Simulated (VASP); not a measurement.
# Ru (Fd-3m) in VASP: notebook

Runs on Ru. Level: PBE. Tasks: single point.

Everything below comes from runs of VASP 6.6.1. Logs are shortened: lines on timing, memory, paths and dates and some standing lists are left out, and cuts for length are marked.

## Step 1: The cell of the first run

The structure is cubic, space group Fd-3m (No. 227). Conventional cell: a = 4.019 Å, b = 4.019 Å, c = 4.019 Å, α = 90.00°, β = 90.00°, γ = 90.00°. Ru (site symmetry -43m) has 4 Ru at 1.74 Å within 2.3 Å.

## Step 2: Single point, PBE (volume scaled by 0.4)

Input file INCAR:

```
PREC = Accurate
ENCUT = 520
EDIFF = 1E-6
ISMEAR = -1
SIGMA = 0.05
LREAL = F
LASPH = T
NELM = 80
ALGO = Normal
ISIF = 2
LWAVE = F
LCHARG = F
GGA = PE
NBANDS = 21
```

Input file KPOINTS:

```
regular mesh
0
Gamma
  14 14 14
```

Input file POSCAR:

```
Ru
1.0
    0.0000000000      2.0094381040      2.0094381040
    2.0094381040      0.0000000000      2.0094381040
    2.0094381040      2.0094381040      0.0000000000
Ru
2
Direct
   -0.1250000000     -0.1250000000     -0.1250000000
    0.1250000000      0.1250000000      0.1250000000
```

Potentials or basis: VASP PAW PBE potentials, release 64 (Ru_pv).

Command:

```
$ cat potpaw_PBE.64/Ru_pv/POTCAR > POTCAR
$ mpirun -np 1 vasp_std > vasp.out
```

OUTCAR:

```text
PREC = Accurate
   ENCUT = 520
   EDIFF = 1E-6
   ISMEAR = -1
   LREAL = F
   LASPH = T
   NELM = 80
   ISIF = 2
   GGA = PE

 ion  position               nearest neighbor table
   1  0.875  0.875  0.875-   2 1.74   2 1.74   2 1.74   2 1.74   2 3.33   2 3.33   2 3.33   2 3.33
                             2 3.33   2 3.33   2 3.33   2 3.33   2 3.33   2 3.33   2 3.33   2 3.33
   2  0.125  0.125  0.125-   1 1.74   1 1.74   1 1.74   1 1.74   1 3.33   1 3.33   1 3.33   1 3.33
                             1 3.33   1 3.33   1 3.33   1 3.33   1 3.33   1 3.33   1 3.33   1 3.33

  LATTYP: Found a face centered cubic cell.
 ALAT       =     4.0188762080

  Lattice vectors:

 A1 = (   0.0000000000,   2.0094381040,   2.0094381040)
 A2 = (   2.0094381040,   0.0000000000,   2.0094381040)
 A3 = (   2.0094381040,   2.0094381040,   0.0000000000)

Analysis of symmetry for initial positions (statically):
=====================================================================
 Subroutine PRICEL returns:
 Original cell was already a primitive cell.

 Routine SETGRP: Setting up the symmetry group for a
 face centered cubic supercell.

 Subroutine GETGRP returns: Found 48 space group operations
 (whereof 12 operations were pure point group operations)
 out of a pool of 48 trial point group operations.

The static configuration has the point symmetry D_3d.
 The point group associated with its full space group is O_h .

Analysis of symmetry for dynamics (positions and initial velocities):
=====================================================================
 Subroutine PRICEL returns:
 Original cell was already a primitive cell.

 Routine SETGRP: Setting up the symmetry group for a
 face centered cubic supercell.

 Subroutine GETGRP returns: Found 48 space group operations
 (whereof 12 operations were pure point group operations)
 out of a pool of 48 trial point group operations.

The dynamic configuration has the point symmetry D_3d.
 The point group associated with its full space group is O_h .

 Subroutine INISYM returns: Found 48 space group operations
 (whereof 12 operations are pure point group operations),
 and found     1 'primitive' translations

----------------------------------------------------------------------------------------

                                     Primitive cell
[... 79 lines left out ...]
   NGX,Y,Z   is equivalent  to a cutoff of  14.04, 14.04, 14.04 a.u.
   NGXF,Y,Z  is equivalent  to a cutoff of  28.08, 28.08, 28.08 a.u.
 SYSTEM =  unknown system
   PREC   = accura    normal or accurate (medium, high low for compatibility)
   ISTART =      0    job   : 0-new  1-cont  2-samecut
   ICHARG =      2    charge: 1-file 2-atom 10-const
   ISPIN  =      1    spin polarized calculation?
   LNONCOLLINEAR =      F non collinear calculations
   LSORBIT =      F    spin-orbit coupling
   LASPH  =      T    aspherical Exc in radial PAW
   ENCUT  =  520.0 eV  38.22 Ry    6.18 a.u.   5.28  5.28  5.28*2*pi/ulx,y,z
   NELM   =     80;   NELMIN=  2; NELMDL= -5     # of ELM steps
   EDIFF  = 0.1E-05   stopping-criterion for ELM
   LREAL  =      F    real-space projection
   EDIFFG = 0.1E-04   stopping-criterion for IOM
   NSW    =      0    number of steps for IOM
   IBRION =     -1    ionic relax: 0-MD 1-quasi-New 2-CG
   NFREE  =      0    steps in history (QN), initial steepest desc. (CG)
   ISIF   =      2    stress and relaxation
   ISYM   =      2    0-nonsym 1-usesym 2-fastsym
   POTIM  = 0.5000    time-step for ionic-motion
   TEBEG  =    0.0;   TEEND  =   0.0 temperature during run
   PSTRESS=    0.0 pullay stress
   NELECT =      28.0000    total number of electrons
   NUPDOWN=      -1.0000    fix difference up-down
   EMIN   =  10.00;   EMAX   =-10.00  energy-range for DOS
   EFERMI =   0.00;   METHOD = LEGACY
   ISMEAR =    -1;   SIGMA  =   0.05  broadening in eV -4-tet -1-fermi 0-gaus
   EFERMI_NEDOS =   21; number of points for ismear=-14 and -15
   IALGO  =     38    algorithm
   IMIX   =      4    mixing-type and parameters
     AMIX     =   0.40;   BMIX     =  1.00
     AMIX_MAG =   1.60;   BMIX_MAG =  1.00
  volume/ion in A,a.u.               =       8.11        54.75
  Fermi-wavevector in a.u.,A,eV,Ry     =   1.963554  3.710579 52.457872  3.855545
  Thomas-Fermi vector in A             =   2.987964
   LORBIT       =      0    0 simple, 1 ext, 2 COOP (PROOUT), +10 PAW based schemes
   GGA     = PE    functional components
   LHFCALC =     F    Hartree Fock is set to
   AEXX    =    0.0000 exact exchange contribution
   IVDW    =     0    specifies the selected vdW correction
   LEPSILON=     F    determine dielectric tensor
   LRPA    =     F    only Hartree local field effects (RPA)
 non-spin polarized calculation
  energy-cutoff  :      520.00
  volume of cell :       16.23
 maximum number of plane-waves:       452
 NGX is ok and might be reduce to    24
   NGX = 11   NGY = 11   NGZ = 11

 number of electron      27.9999997 magnetization

 Free energy of the ion-electron system (eV)
  ---------------------------------------------------
  ext. energy  EPLUGINS =         0.00000000
  ---------------------------------------------------
  free energy    TOTEN  =        21.50782920 eV

  energy without entropy =       21.51820869  energy(sigma->0) =       21.51301894

 E-fermi :  25.2207     XC(G=0): -17.0428

 val. band max:       25.2161966890   @ k =  -0.4286   0.0714   0.0000
 cond. band min:      25.2602744142   @ k =  -0.3571   0.2143   0.0714
 fundamental gap:      0.0440777252
 Fermi energy:        25.2207138708

 k-point     1 :       0.0000    0.0000    0.0000
  band No.  band energies     occupation
      1     -25.0852      2.00000
      2     -25.0852      2.00000
      3     -25.0852      2.00000
      4     -18.5022      2.00000
      5     -18.5022      2.00000
      6     -18.5022      2.00000
[... 565 lines left out ...]
     20      37.2843      0.00000
     21      40.3371      0.00000

 [... further k-points ...]
[... 5 lines left out ...]
  --------------------------------------------------------------------------------------
  -------------------------------------------------------------------------------------
  Total      103.1644370    103.1644370    103.1644370      0.0000000      0.0000000     -0.0000000
  in kB    10185.6019268  10185.6019268  10185.6019268      0.0000000      0.0000000     -0.0000000
  external PRESSURE =   10185.6019268 kB  Pullay stress =       0.0000000 kB

 VOLUME and BASIS-vectors are now :
 -----------------------------------------------------------------------------
  energy-cutoff  :      520.00
  volume of cell :       16.23
      direct lattice vectors                 reciprocal lattice vectors
     0.000000000  2.009438104  2.009438104    -0.248825778  0.248825778  0.248825778
     2.009438104  0.000000000  2.009438104     0.248825778 -0.248825778  0.248825778
     2.009438104  2.009438104  0.000000000     0.248825778  0.248825778 -0.248825778

 POSITION                                       TOTAL-FORCE (eV/Angst)
 -----------------------------------------------------------------------------------
      3.51652      3.51652      3.51652        -0.000000     -0.000000     -0.000000
      0.50236      0.50236      0.50236         0.000000      0.000000      0.000000
 -----------------------------------------------------------------------------------
    total drift:                                0.000000      0.000000      0.000000

  FREE ENERGIE OF THE ION-ELECTRON SYSTEM (eV)
  ---------------------------------------------------
  free  energy   TOTEN  =        21.5078291981 eV

  energy  without entropy=       21.5182086913  energy(sigma->0) =       21.51301894
```

stdout:

```text
POSCAR found type information on POSCAR Ru
 POSCAR found :  1 types and       2 ions
 scaLAPACK will be used
 LDA part: xc-table for (Slater+PW92), standard interpolation
 POSCAR, INCAR and KPOINTS ok, starting setup
 FFT: planning ... GRIDC
 FFT: planning ... GRID_SOFT
 FFT: planning ... GRID
 WAVECAR not read
 entering main loop
```

Run time: 21 s. Hardware: 1 thread of AMD EPYC 9R45 (Zen 5), shared host; peak memory 0.13 GiB.

The run converged, but its numbers aren't listed here, since they failed a check.

## Step 3: Single point, PBE (volume scaled by 0.4)

Input file INCAR:

```
SYSTEM = Ru
PREC = Accurate
ENCUT = 520
EDIFF = 1E-7
ISMEAR = -1
SIGMA = 0.05
LREAL = .FALSE.
LASPH = .TRUE.
NELM = 80
ALGO = Normal
ISIF = 2
LWAVE = .FALSE.
LCHARG = .FALSE.
GGA = PE
NBANDS = 21
```

Input file KPOINTS:

```
regular mesh
0
G
  14 14 14
  0 0 0
```

POSCAR is that of step 2.

Potentials or basis: VASP PAW PBE potentials, release 64 (Ru_pv).

Command:

```
$ cat potpaw_PBE.64/Ru_pv/POTCAR > POTCAR
$ mpirun -np 1 vasp_std > vasp.out
```

It took 24 s on 1 thread of AMD EPYC 9R45 (Zen 5), shared host; peak memory 0.13 GiB.

The run converged, but its numbers aren't listed here, since they failed a check.

## Step 4: Single point, PBE (volume scaled by 0.5)

Input file INCAR:

```
SYSTEM = Ru
ALGO = Normal
EDIFF = 1E-6
ENCUT = 520
GGA = PE
ISIF = 2
ISMEAR = -1
LASPH = .True.
LCHARG = .False.
LREAL = .False.
LWAVE = .False.
NBANDS = 21
NELM = 80
PREC = Accurate
SIGMA = 0.05
```

Input file KPOINTS:

```
k-points
0
Gamma
  14 14 14
  0 0 0
```

Input file POSCAR:

```
Ru
1.0
    0.0000000000      2.1646015794      2.1646015794
    2.1646015794      0.0000000000      2.1646015794
    2.1646015794      2.1646015794      0.0000000000
Ru
2
Direct
   -0.1250000000     -0.1250000000     -0.1250000000
    0.1250000000      0.1250000000      0.1250000000
```

Potentials or basis: VASP PAW PBE potentials, release 64 (Ru_pv).

Command:

```
$ cat potpaw_PBE.64/Ru_pv/POTCAR > POTCAR
$ mpirun -np 1 vasp_std > vasp.out
```

OUTCAR:

```text
SYSTEM = Ru
   EDIFF = 1E-6
   ENCUT = 520
   GGA = PE
   ISIF = 2
   ISMEAR = -1
   LASPH = .True.
   LREAL = .False.
   NELM = 80
   PREC = Accurate

 ion  position               nearest neighbor table
   1  0.875  0.875  0.875-   2 1.87   2 1.87   2 1.87   2 1.87
   2  0.125  0.125  0.125-   1 1.87   1 1.87   1 1.87   1 1.87

  LATTYP: Found a face centered cubic cell.
 ALAT       =     4.3292031588

  Lattice vectors:

 A1 = (   0.0000000000,   2.1646015794,   2.1646015794)
 A2 = (   2.1646015794,   0.0000000000,   2.1646015794)
 A3 = (   2.1646015794,   2.1646015794,   0.0000000000)

[... 188 lines left out ...]
      5     -23.4297      2.00000
      6     -23.4297      2.00000
[... 565 lines left out ...]
     20      31.0076      0.00000
     21      33.4663      0.00000

 [... further k-points ...]
[... 5 lines left out ...]
  --------------------------------------------------------------------------------------
  -------------------------------------------------------------------------------------
  Total       67.4450699     67.4450699     67.4450699      0.0000000      0.0000000     -0.0000000
  in kB     5327.1740054   5327.1740054   5327.1740054      0.0000000      0.0000000     -0.0000000
  external PRESSURE =    5327.1740054 kB  Pullay stress =       0.0000000 kB

 VOLUME and BASIS-vectors are now :
 -----------------------------------------------------------------------------
  energy-cutoff  :      520.00
  volume of cell :       20.28
      direct lattice vectors                 reciprocal lattice vectors
     0.000000000  2.164601579  2.164601579    -0.230989391  0.230989391  0.230989391
     2.164601579  0.000000000  2.164601579     0.230989391 -0.230989391  0.230989391
     2.164601579  2.164601579  0.000000000     0.230989391  0.230989391 -0.230989391

 POSITION                                       TOTAL-FORCE (eV/Angst)
 -----------------------------------------------------------------------------------
      3.78805      3.78805      3.78805        -0.000000     -0.000000     -0.000000
      0.54115      0.54115      0.54115         0.000000      0.000000      0.000000
 -----------------------------------------------------------------------------------
    total drift:                                0.000000      0.000000      0.000000

  FREE ENERGIE OF THE ION-ELECTRON SYSTEM (eV)
  ---------------------------------------------------
  free  energy   TOTEN  =         2.5368667825 eV

  energy  without entropy=        2.5481320737  energy(sigma->0) =        2.54249943
```

stdout:

```text
POSCAR found type information on POSCAR Ru
 POSCAR found :  1 types and       2 ions
 scaLAPACK will be used
 LDA part: xc-table for (Slater+PW92), standard interpolation
 POSCAR, INCAR and KPOINTS ok, starting setup
 FFT: planning ... GRIDC
 FFT: planning ... GRID_SOFT
 FFT: planning ... GRID
 WAVECAR not read
 entering main loop
```

Run time: 22 s. Hardware: 1 thread of AMD EPYC 9R45 (Zen 5), shared host; peak memory 0.13 GiB.

What came out:

```yaml
Free_energy: 2.5369 eV
Pressure: 532.7 GPa
Band_gap_on_the_k_mesh: zero (band 14 reaches 20.71 eV, above the bottom of band 15 at 18.64 eV)
```

Levels at points of the mesh, in eV from the Fermi level:
```csv
k point,band 12,band 13,band 14,band 15,band 16,band 17
"(0.00, 0.00, 0.00)",-6.05,-0.39,-0.39,-0.39,5.12,5.12
"(0.50, 0.00, 0.00)",-5.35,-0.07,1.33,1.33,3.57,3.57
"(0.50, 0.50, 0.00)",-4.01,-0.01,-0.01,3.83,3.83,5.95
```

## Step 5: Single point, PBE (volume scaled by 0.6)

Input file INCAR:

```
SYSTEM = Ru
  PREC = Accurate
  ENCUT = 520
  EDIFF = 1E-6
  ISMEAR = -1
  SIGMA = 0.05
  LREAL = .FALSE.
  LASPH = .TRUE.
  NELM = 80
  ALGO = Normal
  ISIF = 2
  LWAVE = .FALSE.
  LCHARG = .FALSE.
  GGA = PE
  NBANDS = 21
```

Input file KPOINTS:

```
regular mesh
0
G
  14 14 14
  0 0 0
```

Input file POSCAR:

```
Ru
1.0
    0.0000000000      2.3002324172      2.3002324172
    2.3002324172      0.0000000000      2.3002324172
    2.3002324172      2.3002324172      0.0000000000
Ru
2
Direct
   -0.1250000000     -0.1250000000     -0.1250000000
    0.1250000000      0.1250000000      0.1250000000
```

Command:

```
$ cat potpaw_PBE.64/Ru_pv/POTCAR > POTCAR
$ mpirun -np 1 vasp_std > vasp.out
```

Run time: 21 s. Hardware: 1 thread of AMD EPYC 9R45 (Zen 5), shared host; peak memory 0.13 GiB.

Results (log left out):

* Free energy: -7.3501 eV
* Pressure: 274.4 GPa
* Band gap on the k mesh: zero (band 14 reaches 16.22 eV, above the bottom of band 15 at 14.64 eV)

Levels at points of the mesh, in eV from the Fermi level:
```tsv
k point	band 12	band 13	band 14	band 15	band 16	band 17
(0.00, 0.00, 0.00)	-5.22	-0.55	-0.55	-0.55	4.02	4.02
(0.50, 0.00, 0.00)	-4.59	-0.39	0.85	0.85	2.89	2.89
(0.50, 0.50, 0.00)	-2.96	-0.74	-0.74	3.26	3.26	5.24
```

## Step 6: Single point, PBE (volume scaled by 0.7)

Input file INCAR:

```
ALGO = Normal
EDIFF = 1E-6
ENCUT = 520
GGA = PE
ISIF = 2
ISMEAR = -1
LASPH = True
LCHARG = False
LREAL = False
LWAVE = False
NBANDS = 21
NELM = 80
PREC = Accurate
SIGMA = 0.05
```

Input file KPOINTS:

```
k-points
0
Gamma
  14 14 14
```

Input file POSCAR:

```
Ru
1.0
    0.0000000000      2.4215158508      2.4215158508
    2.4215158508      0.0000000000      2.4215158508
    2.4215158508      2.4215158508      0.0000000000
Ru
2
Direct
   -0.1250000000     -0.1250000000     -0.1250000000
    0.1250000000      0.1250000000      0.1250000000
```

Potentials or basis: VASP PAW PBE potentials, release 64 (Ru_pv).

Command:

```
$ cat potpaw_PBE.64/Ru_pv/POTCAR > POTCAR
$ mpirun -np 1 vasp_std > vasp.out
```

It took 33 s on 1 thread of AMD EPYC 9R45 (Zen 5), shared host; peak memory 0.16 GiB.

It converged, with:

```yaml
Free_energy: -12.3742 eV
Pressure: 136.5 GPa
Band_gap_on_the_k_mesh: zero (band 14 reaches 13.04 eV, above the bottom of band 15 at 11.73 eV)
```

Levels at points of the mesh, in eV from the Fermi level:
```tsv
k point	band 12	band 13	band 14	band 15	band 16	band 17
(0.00, 0.00, 0.00)	-4.54	-0.56	-0.56	-0.56	3.24	3.24
(0.50, 0.00, 0.00)	-4.09	-0.50	0.59	0.59	2.37	2.37
(0.50, 0.50, 0.00)	-2.25	-1.11	-1.11	2.75	2.75	4.66
```

## Step 7: Summary

| cell | gap on the mesh (eV) | pressure (GPa) |
| --- | --- | --- |
| a = 3.061 Å, angles 60.0°, 2 atoms | none | 532.7 |
| a = 3.253 Å, angles 60.0°, 2 atoms | none | 274.4 |
| a = 3.425 Å, angles 60.0°, 2 atoms | none | 136.5 |

Alike in all rows: task single point; level PBE; potentials or basis VASP PAW PBE potentials, release 64 (Ru_pv); no spin polarisation; k mesh 14 × 14 × 14; cutoff (eV) 520; smearing fermi-dirac 0.05 eV.

Absolute energies hang on the potentials; compare differences alone.
